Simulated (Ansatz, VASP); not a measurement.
## Two plane-wave programs on MoS2

```
Mo S
1.0
     3.18454    0.00000    0.00000
    -1.59227    2.75789    0.00000
     0.00000    0.00000   21.67053
Mo S
2 4
Direct
  0.66667 0.33333 0.14884
  0.33333 0.66667 0.85116
  0.33333 0.66667 0.22037
  0.66667 0.33333 0.92275
  0.33333 0.66667 0.07725
  0.66667 0.33333 0.77963
```

Alike in both runs: task single point; functional PBE; k mesh 18 × 18 × 2; occupations gaussian, width 0.05 eV; no spin polarisation.

|  | VASP | Ansatz |
| --- | --- | --- |
| version | VASP 6.6.1 | Ansatz 0.2.0 |
| potentials or method | VASP PAW PBE potentials, release 64 (Mo_sv, S), cutoff 500 eV | scalar-relativistic, plane waves, PAW |
| valence electrons in the cell | 52 | 52 |

|  | VASP | Ansatz | Ansatz less VASP |
| --- | --- | --- | --- |
| gap on the k mesh at the Fermi level (eV) | 1.26 | 1.25 | -0.015 |
| rms of the force components (eV/Å) | 0.091 | 0.097 | +0.0059 |

Atom by atom the forces differ by 0.006 eV/Å (rms over components).
